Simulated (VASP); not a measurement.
# SrCl2 (Fm-3m) in VASP: single point with r2SCAN

Aim: the single point of SrCl2 with r2SCAN.

Everything below comes from runs of VASP 6.6.1. Logs are shortened: lines on timing, memory, paths and dates and some standing lists are left out, and cuts for length are marked.

### Step 1. The cell of the first run

Symmetry: Fm-3m, No. 225, cubic system. Conventional cell: a = 6.971 Å, b = 6.971 Å, c = 6.971 Å, α = 90.00°, β = 90.00°, γ = 90.00°. Within 4.0 Å of Sr (site symmetry m-3m) lie 8 Cl at 3.02 Å. Cl (site symmetry -43m) has 4 Sr at 3.02 Å and 6 Cl at 3.49 Å within 4.0 Å.

### Step 2. Single point, r2SCAN

Input file POSCAR:

```
SrCl2
1.0
    0.0000000000      3.4855000000      3.4855000000
    3.4855000000      0.0000000000      3.4855000000
    3.4855000000      3.4855000000      0.0000000000
Sr Cl
1 2
Direct
    0.0000000000      0.0000000000      0.0000000000
    0.2500000000      0.2500000000      0.2500000000
    0.7500000000      0.7500000000      0.7500000000
```

Input file INCAR.step1:

```
  PREC = Accurate
  ENCUT = 520
  ISMEAR = 0
  SIGMA = 0.05
  LREAL = F
  LASPH = T
  NELM = 80
  NBANDS = 19
  GGA = PE
  ALGO = Normal
  EDIFF = 1E-4
  LWAVE = T
  LCHARG = F
```

Input file INCAR.step2:

```
  PREC = Accurate
  ENCUT = 520
  EDIFF = 1E-7
  ISMEAR = 0
  SIGMA = 0.05
  LREAL = F
  LASPH = T
  NELM = 80
  ALGO = Normal
  ISIF = 2
  LWAVE = F
  LCHARG = F
  METAGGA = R2SCAN
  LMIXTAU = T
  NBANDS = 19
  ISTART = 1
```

Input file KPOINTS:

```
Automatic mesh
0
Gamma
  6 6 6
```

Potentials or basis: VASP PAW PBE potentials, release 64 (Sr_sv, Cl).

Started as:

```
> cat potpaw_PBE.64/Sr_sv/POTCAR potpaw_PBE.64/Cl/POTCAR > POTCAR
> cp INCAR.step1 INCAR
> mpirun -np 1 vasp_std > vasp.out
> cp INCAR.step2 INCAR
> mpirun -np 1 vasp_std > vasp.out
```

OUTCAR:

```text
PREC = Accurate
   ENCUT = 520
   EDIFF = 1E-7
   ISMEAR = 0
   LREAL = F
   LASPH = T
   NELM = 80
   ISIF = 2
   METAGGA = R2SCAN
   ISTART = 1

 ion  position               nearest neighbor table
   1  0.000  0.000  0.000-   3 3.02   3 3.02   3 3.02   2 3.02   3 3.02   2 3.02   2 3.02   2 3.02

   2  0.250  0.250  0.250-   1 3.02   1 3.02   1 3.02   1 3.02
   3  0.750  0.750  0.750-   1 3.02   1 3.02   1 3.02   1 3.02

  LATTYP: Found a face centered cubic cell.
 ALAT       =     6.9710000000

  Lattice vectors:

 A1 = (   0.0000000000,   3.4855000000,   3.4855000000)
 A2 = (   3.4855000000,   0.0000000000,   3.4855000000)
 A3 = (   3.4855000000,   3.4855000000,   0.0000000000)

Analysis of symmetry for initial positions (statically):
=====================================================================
 Subroutine PRICEL returns:
 Original cell was already a primitive cell.

 Routine SETGRP: Setting up the symmetry group for a
 face centered cubic supercell.

 Subroutine GETGRP returns: Found 48 space group operations
 (whereof 48 operations were pure point group operations)
 out of a pool of 48 trial point group operations.

The static configuration has the point symmetry O_h .

Analysis of symmetry for dynamics (positions and initial velocities):
=====================================================================
 Subroutine PRICEL returns:
 Original cell was already a primitive cell.

 Routine SETGRP: Setting up the symmetry group for a
 face centered cubic supercell.

 Subroutine GETGRP returns: Found 48 space group operations
 (whereof 48 operations were pure point group operations)
 out of a pool of 48 trial point group operations.

The dynamic configuration has the point symmetry O_h .

 Subroutine INISYM returns: Found 48 space group operations
 (whereof 48 operations are pure point group operations),
 and found     1 'primitive' translations

----------------------------------------------------------------------------------------

                                     Primitive cell

  volume of cell :      84.6887

  direct lattice vectors                    reciprocal lattice vectors
     0.000000000  3.485500000  3.485500000    -0.143451442  0.143451442  0.143451442
     3.485500000  0.000000000  3.485500000     0.143451442 -0.143451442  0.143451442
[... 76 lines left out ...]
   ENCUT  =  520.0 eV  38.22 Ry    6.18 a.u.   9.17  9.17  9.17*2*pi/ulx,y,z
   NELM   =     80;   NELMIN=  2; NELMDL=  0     # of ELM steps
   EDIFF  = 0.1E-06   stopping-criterion for ELM
   LREAL  =      F    real-space projection
   EDIFFG = 0.1E-05   stopping-criterion for IOM
   NSW    =      0    number of steps for IOM
   IBRION =     -1    ionic relax: 0-MD 1-quasi-New 2-CG
   NFREE  =      0    steps in history (QN), initial steepest desc. (CG)
   ISIF   =      2    stress and relaxation
   ISYM   =      2    0-nonsym 1-usesym 2-fastsym
   POTIM  = 0.5000    time-step for ionic-motion
   TEBEG  =    0.0;   TEEND  =   0.0 temperature during run
   PSTRESS=    0.0 pullay stress
   NELECT =      24.0000    total number of electrons
   NUPDOWN=      -1.0000    fix difference up-down
   EMIN   =  10.00;   EMAX   =-10.00  energy-range for DOS
   EFERMI =   0.00;   METHOD = LEGACY
   ISMEAR =     0;   SIGMA  =   0.05  broadening in eV -4-tet -1-fermi 0-gaus
   EFERMI_NEDOS =   21; number of points for ismear=-14 and -15
   IALGO  =     38    algorithm
   IMIX   =      4    mixing-type and parameters
     AMIX     =   0.40;   BMIX     =  1.00
     AMIX_MAG =   1.60;   BMIX_MAG =  1.00
  volume/ion in A,a.u.               =      28.23       190.50
  Fermi-wavevector in a.u.,A,eV,Ry     =   1.075318  2.032056 15.732530  1.156308
  Thomas-Fermi vector in A             =   2.211171
   LORBIT       =      0    0 simple, 1 ext, 2 COOP (PROOUT), +10 PAW based schemes
   METAGGA = R2SCAN    functional components
   LHFCALC =     F    Hartree Fock is set to
   AEXX    =    0.0000 exact exchange contribution
   IVDW    =     0    specifies the selected vdW correction
   LEPSILON=     F    determine dielectric tensor
   LRPA    =     F    only Hartree local field effects (RPA)
 non-spin polarized calculation
 Gauss-broadening in eV      SIGMA  =   0.05
  energy-cutoff  :      520.00
  volume of cell :       84.69
 maximum number of plane-waves:      2301
 NGX is ok and might be reduce to    40
   NGX = 19   NGY = 19   NGZ = 19

 number of electron      24.0000003 magnetization

 Free energy of the ion-electron system (eV)
  ---------------------------------------------------
  ext. energy  EPLUGINS =         0.00000000
  ---------------------------------------------------
  free energy    TOTEN  =       -35.69532671 eV

  energy without entropy =      -35.69532671  energy(sigma->0) =      -35.69532671

 E-fermi :   0.0808     XC(G=0):  -8.7790

 val. band max:       -0.2045926352   @ k =   0.5000   0.5000   0.0000
 cond. band min:       5.7717805723   @ k =   0.0000   0.0000   0.0000
 fundamental gap:      5.9763732075
 Fermi energy:         0.0808357721

 k-point     1 :       0.0000    0.0000    0.0000
  band No.  band energies     occupation
      1     -34.1466      2.00000
      2     -15.5176      2.00000
      3     -15.5176      2.00000
      4     -15.5176      2.00000
      5     -14.1001      2.00000
      6     -13.2201      2.00000
[... 329 lines left out ...]
      6     -13.3424      2.00000
[... 11 lines left out ...]
     18      10.2329      0.00000
     19      10.5811      0.00000

------------------------ aborting loop because EDIFF is reached ----------------------------------------

  FORCE on cell =-STRESS in cart. coord.  units (eV):
  Direction    XX          YY          ZZ          XY          YZ          ZX
  --------------------------------------------------------------------------------------
  -------------------------------------------------------------------------------------
  Total        0.2308012      0.2308012      0.2308012     -0.0000000      0.0000000      0.0000000
  in kB        4.3663994      4.3663994      4.3663994     -0.0000000      0.0000000      0.0000000
  external PRESSURE =       4.3663994 kB  Pullay stress =       0.0000000 kB

 VOLUME and BASIS-vectors are now :
 -----------------------------------------------------------------------------
  energy-cutoff  :      520.00
  volume of cell :       84.69
      direct lattice vectors                 reciprocal lattice vectors
     0.000000000  3.485500000  3.485500000    -0.143451442  0.143451442  0.143451442
     3.485500000  0.000000000  3.485500000     0.143451442 -0.143451442  0.143451442
     3.485500000  3.485500000  0.000000000     0.143451442  0.143451442 -0.143451442

 POSITION                                       TOTAL-FORCE (eV/Angst)
 -----------------------------------------------------------------------------------
      0.00000      0.00000      0.00000        -0.000000      0.000000     -0.000000
      1.74275      1.74275      1.74275         0.000000      0.000000     -0.000000
      5.22825      5.22825      5.22825        -0.000000     -0.000000      0.000000
 -----------------------------------------------------------------------------------
    total drift:                               -0.000000     -0.000000      0.000000

  FREE ENERGIE OF THE ION-ELECTRON SYSTEM (eV)
  ---------------------------------------------------
  free  energy   TOTEN  =       -35.6953267075 eV

  energy  without entropy=      -35.6953267075  energy(sigma->0) =      -35.69532671
```

OSZICAR.step1:

```text
N       E                     dE             d eps       ncg     rms          rms(c)
DAV:   1     0.141989781987E+03    0.14199E+03   -0.11576E+04   608   0.114E+03
DAV:   2    -0.370934187034E+01   -0.14570E+03   -0.14126E+03   798   0.221E+02
DAV:   3    -0.127600840335E+02   -0.90507E+01   -0.90221E+01   799   0.548E+01
DAV:   4    -0.130523815343E+02   -0.29230E+00   -0.29192E+00   973   0.854E+00
DAV:   5    -0.130564080697E+02   -0.40265E-02   -0.40258E-02   815   0.913E-01    0.130E+01
DAV:   6    -0.127627411122E+02    0.29367E+00   -0.58906E-01   694   0.431E+00    0.835E+00
DAV:   7    -0.127725857997E+02   -0.98447E-02   -0.36396E-01   822   0.362E+00    0.212E+00
DAV:   8    -0.127783148438E+02   -0.57290E-02   -0.54205E-02   685   0.128E+00    0.407E-01
DAV:   9    -0.127793249020E+02   -0.10101E-02   -0.19803E-03   767   0.267E-01    0.146E-01
DAV:  10    -0.127806704295E+02   -0.13455E-02   -0.94298E-04   652   0.179E-01    0.367E-02
DAV:  11    -0.127807720946E+02   -0.10167E-03   -0.66881E-05   705   0.466E-02    0.407E-02
DAV:  12    -0.127807941493E+02   -0.22055E-04   -0.24502E-05   513   0.265E-02
   1 F= -.12780794E+02 E0= -.12780794E+02  d E =-.102022E-23
```

Run time: 3.8 min. Hardware: 1 thread of Intel Xeon Platinum 8259CL at 2.50GHz (Skylake/Cascade Lake), shared host; peak memory 0.26 GiB.

What came out:

```yaml
Free_energy: -35.6953 eV
Pressure: 0.4 GPa
Band_gap_on_the_k_mesh: 5.98 eV, indirect (least direct gap 5.99 eV)
```

Caveat: the PAW data sets were made with another functional, which shifts forces and pressure a little. A k mesh can miss the band edges.
